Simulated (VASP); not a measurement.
# CoSn (P6/mmm) in VASP: notebook

Runs on CoSn. Level: PBE. Tasks: single point, relaxation of cell and atoms.

Everything below comes from runs of VASP 6.6.1. Logs are shortened: lines on timing, memory, paths and dates and some standing lists are left out, and cuts for length are marked.

### Step 1. The cell of the first run

The structure is hexagonal, space group P6/mmm (No. 191). The conventional cell has a = 5.269 Å, b = 5.269 Å, c = 4.209 Å, α = 90.00°, β = 90.00°, γ = 120.00°. Within 3.4 Å of Co (site symmetry mmm) lie 6 Sn at 2.60 to 2.63 Å and 4 Co at 2.63 Å. Within 3.4 Å of Sn (site symmetry -6m2) lie 6 Co at 2.60 Å and 3 Sn at 3.04 Å. Within 3.5 Å of Sn (site symmetry 6/mmm) lie 6 Co at 2.63 Å.

### Step 2. Single point, PBE

File INCAR:

```
ALGO = Fast
EDIFF = 1E-7
ENCUT = 520
GGA = PE
ISIF = 2
ISMEAR = 0
LASPH = T
LCHARG = F
LREAL = F
LWAVE = F
NBANDS = 44
NELM = 60
PREC = Accurate
SIGMA = 0.1
```

File KPOINTS:

```
k-points
0
Gamma
  12 12 8
```

File POSCAR:

```
CoSn
1.0
    5.2694842494      0.0000000000      0.0000000000
   -2.6347421247      4.5635072248      0.0000000000
    0.0000000000      0.0000000000      4.2091966287
Co Sn
3 3
Direct
    0.0000000000      0.5000000000      0.0000000000
    0.5000000000      0.5000000000      0.0000000000
    0.5000000000      0.0000000000      0.0000000000
    0.6666666667      0.3333333333      0.5000000000
    0.3333333333      0.6666666667      0.5000000000
    0.0000000000      0.0000000000      0.0000000000
```

Potentials or basis: VASP PAW PBE potentials, release 64 (Co, Sn_d).

The run is started by

```sh
$ cat potpaw_PBE.64/Co/POTCAR potpaw_PBE.64/Sn_d/POTCAR > POTCAR
$ mpirun -np 1 vasp_std > vasp.out
```

OUTCAR:

```text
EDIFF = 1E-7
   ENCUT = 520
   GGA = PE
   ISIF = 2
   ISMEAR = 0
   LASPH = T
   LREAL = F
   NELM = 60
   PREC = Accurate

 ion  position               nearest neighbor table
   1  0.000  0.500  0.000-   4 2.60   5 2.60   4 2.60   5 2.60   3 2.63   6 2.63   6 2.63   3 2.63
                             2 2.63   2 2.63
   2  0.500  0.500  0.000-   4 2.60   5 2.60   4 2.60   5 2.60   3 2.63   6 2.63   3 2.63   6 2.63
                             1 2.63   1 2.63
   3  0.500  0.000  0.000-   4 2.60   5 2.60   4 2.60   5 2.60   1 2.63   2 2.63   2 2.63   1 2.63
                             6 2.63   6 2.63
   4  0.667  0.333  0.500-   3 2.60   3 2.60   1 2.60   1 2.60   2 2.60   2 2.60   5 3.04   5 3.04
                             5 3.04   6 3.70   6 3.70   6 3.70   6 3.70   6 3.70   6 3.70
   5  0.333  0.667  0.500-   3 2.60   3 2.60   1 2.60   1 2.60   2 2.60   2 2.60   4 3.04   4 3.04
                             4 3.04   6 3.70   6 3.70   6 3.70   6 3.70   6 3.70   6 3.70
   6  0.000  0.000  0.000-   1 2.63   2 2.63   1 2.63   2 2.63   3 2.63   3 2.63   5 3.70   4 3.70
                             5 3.70   4 3.70   4 3.70   4 3.70   5 3.70   5 3.70   4 3.70   5 3.70

  LATTYP: Found a hexagonal cell.
 ALAT       =     5.2694842494
 C/A-ratio  =     0.7987872113

  Lattice vectors:

 A1 = (   5.2694842494,   0.0000000000,   0.0000000000)
 A2 = (  -2.6347421247,   4.5635072248,   0.0000000000)
 A3 = (   0.0000000000,   0.0000000000,   4.2091966287)

Analysis of symmetry for initial positions (statically):
=====================================================================
 Subroutine PRICEL returns:
 Original cell was already a primitive cell.

 Routine SETGRP: Setting up the symmetry group for a
 hexagonal supercell.

 Subroutine GETGRP returns: Found 24 space group operations
 (whereof 24 operations were pure point group operations)
 out of a pool of 24 trial point group operations.

The static configuration has the point symmetry D_6h.

Analysis of symmetry for dynamics (positions and initial velocities):
=====================================================================
 Subroutine PRICEL returns:
 Original cell was already a primitive cell.

 Routine SETGRP: Setting up the symmetry group for a
 hexagonal supercell.

 Subroutine GETGRP returns: Found 24 space group operations
 (whereof 24 operations were pure point group operations)
 out of a pool of 24 trial point group operations.

The dynamic configuration has the point symmetry D_6h.

 Subroutine INISYM returns: Found 24 space group operations
 (whereof 24 operations are pure point group operations),
[... 104 lines left out ...]
   EDIFF  = 0.1E-06   stopping-criterion for ELM
   LREAL  =      F    real-space projection
   EDIFFG = 0.1E-05   stopping-criterion for IOM
   NSW    =      0    number of steps for IOM
   IBRION =     -1    ionic relax: 0-MD 1-quasi-New 2-CG
   NFREE  =      0    steps in history (QN), initial steepest desc. (CG)
   ISIF   =      2    stress and relaxation
   ISYM   =      2    0-nonsym 1-usesym 2-fastsym
   POTIM  = 0.5000    time-step for ionic-motion
   TEBEG  =    0.0;   TEEND  =   0.0 temperature during run
   PSTRESS=    0.0 pullay stress
   NELECT =      69.0000    total number of electrons
   NUPDOWN=      -1.0000    fix difference up-down
   EMIN   =  10.00;   EMAX   =-10.00  energy-range for DOS
   EFERMI =   0.00;   METHOD = LEGACY
   ISMEAR =     0;   SIGMA  =   0.10  broadening in eV -4-tet -1-fermi 0-gaus
   EFERMI_NEDOS =   21; number of points for ismear=-14 and -15
   IALGO  =     68    algorithm
   IMIX   =      4    mixing-type and parameters
     AMIX     =   0.40;   BMIX     =  1.00
     AMIX_MAG =   1.60;   BMIX_MAG =  1.00
  volume/ion in A,a.u.               =      16.87       113.84
  Fermi-wavevector in a.u.,A,eV,Ry     =   1.440796  2.722710 28.244242  2.075893
  Thomas-Fermi vector in A             =   2.559500
   LORBIT       =      0    0 simple, 1 ext, 2 COOP (PROOUT), +10 PAW based schemes
   GGA     = PE    functional components
   LHFCALC =     F    Hartree Fock is set to
   AEXX    =    0.0000 exact exchange contribution
   IVDW    =     0    specifies the selected vdW correction
   LEPSILON=     F    determine dielectric tensor
   LRPA    =     F    only Hartree local field effects (RPA)
 non-spin polarized calculation
 RMM-DIIS sequential band-by-band and
 Gauss-broadening in eV      SIGMA  =   0.10
  energy-cutoff  :      520.00
  volume of cell :      101.22
 maximum number of plane-waves:      2746
 NGX is ok and might be reduce to    40
   NGX = 19   NGY = 19   NGZ = 15

 number of electron      69.0000012 magnetization

 Free energy of the ion-electron system (eV)
  ---------------------------------------------------
  ext. energy  EPLUGINS =         0.00000000
  ---------------------------------------------------
  free energy    TOTEN  =       -33.25049667 eV

  energy without entropy =      -33.23836594  energy(sigma->0) =      -33.24443130

 E-fermi :   9.9533     XC(G=0): -11.7844

 val. band max:        9.9383700058   @ k =   0.3333   0.0000   0.1250
 cond. band min:       9.9823441925   @ k =   0.2500   0.0000   0.0000
 fundamental gap:      0.0439741867
 Fermi energy:         9.9533192159

 k-point     1 :       0.0000    0.0000    0.0000
  band No.  band energies     occupation
      1     -11.5547      2.00000
      2     -11.4409      2.00000
      3     -11.4409      2.00000
      4     -11.4168      2.00000
      5     -11.4168      2.00000
      6     -11.3211      2.00000
[... 1117 lines left out ...]
     43      14.8246      0.00000
     44      16.4547      0.00000

 [... further k-points ...]
[... 5 lines left out ...]
  --------------------------------------------------------------------------------------
  -------------------------------------------------------------------------------------
  Total        1.2337720      1.2337720      1.1724351      0.0000000      0.0000000      0.0000000
  in kB       19.5289746     19.5289746     18.5580915      0.0000000      0.0000000      0.0000000
  external PRESSURE =      19.2053469 kB  Pullay stress =       0.0000000 kB

 VOLUME and BASIS-vectors are now :
 -----------------------------------------------------------------------------
  energy-cutoff  :      520.00
  volume of cell :      101.22
      direct lattice vectors                 reciprocal lattice vectors
     5.269484249  0.000000000  0.000000000     0.189771893  0.109564853  0.000000000
    -2.634742125  4.563507225  0.000000000     0.000000000  0.219129707  0.000000000
     0.000000000  0.000000000  4.209196629     0.000000000  0.000000000  0.237575026

 POSITION                                       TOTAL-FORCE (eV/Angst)
 -----------------------------------------------------------------------------------
     -1.31737      2.28175      0.00000        -0.000000      0.000000      0.000000
      1.31737      2.28175      0.00000        -0.000000      0.000000      0.000000
      2.63474      0.00000      0.00000        -0.000000      0.000000      0.000000
      2.63474      1.52117      2.10460        -0.000000     -0.000000     -0.000000
     -0.00000      3.04234      2.10460         0.000000      0.000000      0.000000
      0.00000      0.00000      0.00000        -0.000000      0.000000      0.000000
 -----------------------------------------------------------------------------------
    total drift:                               -0.000000      0.000000     -0.000000

  FREE ENERGIE OF THE ION-ELECTRON SYSTEM (eV)
  ---------------------------------------------------
  free  energy   TOTEN  =       -33.2504966694 eV

  energy  without entropy=      -33.2383659399  energy(sigma->0) =      -33.24443130
```

Run time: 10 min. Hardware: 1 thread of AMD EPYC 9R45 (Zen 5), shared host; peak memory 0.41 GiB.

Results:

```
Free energy            : -33.2505 eV
Pressure               : 1.9 GPa
Band gap on the k mesh : zero (an odd number of electrons rules out a gap without spin polarisation)
```

Stress tensor (GPa, compression positive):
```
1.95 0.00 0.00
0.00 1.95 0.00
0.00 0.00 1.86
```

Levels at points of the mesh, in eV from the Fermi level:
| k point | band 32 | band 33 | band 34 | band 35 | band 36 | band 37 |
| --- | --- | --- | --- | --- | --- | --- |
| (0.00, 0.00, 0.00) | -0.42 | -0.39 | -0.39 | 0.53 | 0.63 | 1.39 |
| (0.50, 0.00, 0.00) | -0.41 | -0.40 | 0.74 | 1.03 | 1.70 | 1.81 |
| (0.00, 0.00, 0.50) | -0.49 | -0.48 | -0.48 | -0.38 | -0.38 | -0.13 |
| (0.50, 0.00, 0.50) | -0.68 | -0.48 | -0.42 | -0.38 | -0.12 | 0.45 |

Caveat: spin-orbit coupling is left out, which moves the levels of the heavy elements; the run has no spin polarisation, though such a crystal can be magnetic.

### Step 3. Single point, PBE

This run uses another cell than the first one, of 14.09 Å³/atom.

File INCAR:

```
SYSTEM = CoSn
ALGO = Fast
EDIFF = 1E-6
ENCUT = 520
GGA = PE
ISIF = 2
ISMEAR = 0
LASPH = .TRUE.
LCHARG = .FALSE.
LREAL = .FALSE.
LWAVE = .FALSE.
NBANDS = 44
NELM = 80
PREC = Accurate
SIGMA = 0.1
```

File KPOINTS:

```
k-points
0
G
  12 12 10
  0 0 0
```

POSCAR, as its differences from that of step 2:

```diff
@@ -2,5 +2,5 @@
 1.0
-    5.2694842494      0.0000000000      0.0000000000
-   -2.6347421247      4.5635072248      0.0000000000
-    0.0000000000      0.0000000000      4.2091966287
+    4.9619938569      0.0000000000      0.0000000000
+   -2.4809969285      4.2972127335      0.0000000000
+    0.0000000000      0.0000000000      3.9635874214
 Co Sn
```

Potentials or basis: VASP PAW PBE potentials, release 64 (Co, Sn_d).

The run is started by

```sh
$ cat potpaw_PBE.64/Co/POTCAR potpaw_PBE.64/Sn_d/POTCAR > POTCAR
$ mpirun -np 1 vasp_std > vasp.out
```

OUTCAR:

```text
SYSTEM = CoSn
   EDIFF = 1E-6
   ENCUT = 520
   GGA = PE
   ISIF = 2
   ISMEAR = 0
   LASPH = .TRUE.
   LREAL = .FALSE.
   NELM = 80
   PREC = Accurate

 ion  position               nearest neighbor table
   1  0.000  0.500  0.000-   4 2.45   5 2.45   4 2.45   5 2.45   3 2.48   3 2.48   2 2.48   2 2.48
                             6 2.48   6 2.48
   2  0.500  0.500  0.000-   4 2.45   5 2.45   4 2.45   5 2.45   6 2.48   6 2.48   1 2.48   1 2.48
                             3 2.48   3 2.48
   3  0.500  0.000  0.000-   4 2.45   5 2.45   4 2.45   5 2.45   1 2.48   1 2.48   6 2.48   6 2.48
                             2 2.48   2 2.48
   4  0.667  0.333  0.500-   1 2.45   1 2.45   3 2.45   3 2.45   2 2.45   2 2.45   5 2.86   5 2.86
                             5 2.86   6 3.48   6 3.48   6 3.48   6 3.48   6 3.48   6 3.48
   5  0.333  0.667  0.500-   1 2.45   1 2.45   3 2.45   3 2.45   2 2.45   2 2.45   4 2.86   4 2.86
                             4 2.86   6 3.48   6 3.48   6 3.48   6 3.48   6 3.48   6 3.48
   6  0.000  0.000  0.000-   2 2.48   2 2.48   3 2.48   3 2.48   1 2.48   1 2.48   5 3.48   4 3.48
                             5 3.48   4 3.48   4 3.48   5 3.48   5 3.48   4 3.48   5 3.48   5 3.48

  LATTYP: Found a hexagonal cell.
 ALAT       =     4.9619938569
 C/A-ratio  =     0.7987892641

  Lattice vectors:

[... 189 lines left out ...]

 val. band max:       12.6889062018   @ k =   0.0833   0.0000   0.4000
 cond. band min:      12.7053090051   @ k =   0.2500   0.0833   0.3000
 fundamental gap:      0.0164028033
 Fermi energy:        12.7023940367

 k-point     1 :       0.0000    0.0000    0.0000
  band No.  band energies     occupation
      1      -8.9251      2.00000
      2      -8.8981      2.00000
      3      -8.8981      2.00000
      4      -8.8186      2.00000
      5      -8.7926      2.00000
      6      -8.7926      2.00000
[... 1117 lines left out ...]
     43      18.0243      0.00000
     44      20.1990      0.00000

 [... further k-points ...]
[... 5 lines left out ...]
  --------------------------------------------------------------------------------------
  -------------------------------------------------------------------------------------
  Total       21.0535460     21.0535460     21.0490007     -0.0000000     -0.0000000      0.0000000
  in kB      399.1207606    399.1207606    399.0345930     -0.0000000     -0.0000000      0.0000000
  external PRESSURE =     399.0920381 kB  Pullay stress =       0.0000000 kB

 VOLUME and BASIS-vectors are now :
 -----------------------------------------------------------------------------
  energy-cutoff  :      520.00
  volume of cell :       84.51
      direct lattice vectors                 reciprocal lattice vectors
     4.961993857  0.000000000  0.000000000     0.201531890  0.116354491  0.000000000
    -2.480996929  4.297212734  0.000000000     0.000000000  0.232708982  0.000000000
     0.000000000  0.000000000  3.963587421     0.000000000  0.000000000  0.252296693

 POSITION                                       TOTAL-FORCE (eV/Angst)
 -----------------------------------------------------------------------------------
     -1.24050      2.14861      0.00000        -0.000000      0.000000      0.000000
      1.24050      2.14861      0.00000        -0.000000      0.000000      0.000000
      2.48100      0.00000      0.00000        -0.000000      0.000000      0.000000
      2.48100      1.43240      1.98179        -0.000000      0.000000      0.000000
     -0.00000      2.86481      1.98179         0.000000      0.000000      0.000000
      0.00000      0.00000      0.00000        -0.000000      0.000000      0.000000
 -----------------------------------------------------------------------------------
    total drift:                               -0.000000      0.000000     -0.000000

  FREE ENERGIE OF THE ION-ELECTRON SYSTEM (eV)
  ---------------------------------------------------
  free  energy   TOTEN  =       -31.3730482909 eV

  energy  without entropy=      -31.3634259876  energy(sigma->0) =      -31.36823714
```

OSZICAR:

```text
N       E                     dE             d eps       ncg     rms          rms(c)
DAV:   1     0.706467547881E+03    0.70647E+03   -0.31043E+04 10244   0.263E+03
DAV:   2     0.769360789448E+02   -0.62953E+03   -0.60877E+03 10032   0.616E+02
DAV:   3    -0.284204550343E+02   -0.10536E+03   -0.10253E+03 10224   0.230E+02
DAV:   4    -0.337177668764E+02   -0.52973E+01   -0.52692E+01 11256   0.591E+01
DAV:   5    -0.338767485843E+02   -0.15898E+00   -0.15895E+00 14108   0.921E+00    0.172E+01
RMM:   6    -0.331766699850E+02    0.70008E+00   -0.13577E+01 10856   0.266E+01    0.879E+00
RMM:   7    -0.318064129672E+02    0.13703E+01   -0.47655E+00 11684   0.169E+01    0.736E+00
RMM:   8    -0.313627405519E+02    0.44367E+00   -0.13140E+00 11270   0.819E+00    0.647E-01
RMM:   9    -0.313731897933E+02   -0.10449E-01   -0.20688E-01 12897   0.258E+00    0.462E-01
RMM:  10    -0.313736260273E+02   -0.43623E-03   -0.45759E-02 16122   0.123E+00    0.247E-01
RMM:  11    -0.313735229670E+02    0.10306E-03   -0.72423E-03 15904   0.572E-01    0.237E-01
RMM:  12    -0.313730361984E+02    0.48677E-03   -0.40118E-03 14836   0.336E-01    0.777E-02
RMM:  13    -0.313730238647E+02    0.12334E-04   -0.10769E-03 16338   0.183E-01    0.268E-02
RMM:  14    -0.313730455510E+02   -0.21686E-04   -0.30156E-04 17436   0.770E-02    0.301E-02
RMM:  15    -0.313730493893E+02   -0.38383E-05   -0.55292E-05 14984   0.366E-02    0.181E-02
RMM:  16    -0.313730480596E+02    0.13297E-05   -0.14536E-05 13687   0.215E-02    0.270E-03
RMM:  17    -0.313730482909E+02   -0.23135E-06   -0.41940E-06  8551   0.114E-02
   1 F= -.31373048E+02 E0= -.31368237E+02  d E =-.962230E-02
```

It took 6.8 min on 1 thread of AMD EPYC 9R45 (Zen 5), shared host; peak memory 0.42 GiB.

What came out:

- Free energy: -31.3730 eV
- Pressure: 39.9 GPa
- Band gap on the k mesh: zero (an odd number of electrons rules out a gap without spin polarisation)

Levels at points of the mesh, in eV from the Fermi level:
```tsv
k point	band 30	band 31	band 32	band 33	band 34	band 35	band 36	band 37	band 38	band 39
(0.00, 0.00, 0.00)	-0.61	-0.55	-0.55	-0.51	-0.51	0.69	1.10	1.77	1.77	3.43
(0.50, 0.00, 0.00)	-1.24	-0.79	-0.55	-0.53	0.91	1.24	2.14	2.33	3.61	4.07
(0.00, 0.00, 0.50)	-1.15	-1.15	-0.69	-0.63	-0.63	-0.49	-0.49	-0.30	0.70	2.29
(0.50, 0.00, 0.50)	-1.56	-1.17	-0.85	-0.65	-0.57	-0.52	-0.06	0.46	1.63	5.05
```

Caveat: the cell stands under pressure; spin-orbit coupling is left out, which moves the levels of the heavy elements; the run has no spin polarisation, though such a crystal can be magnetic. Spin polarisation is off, so any magnetic state and its effect on volume and gap are missing.

(Continued in part 2 of 3.)
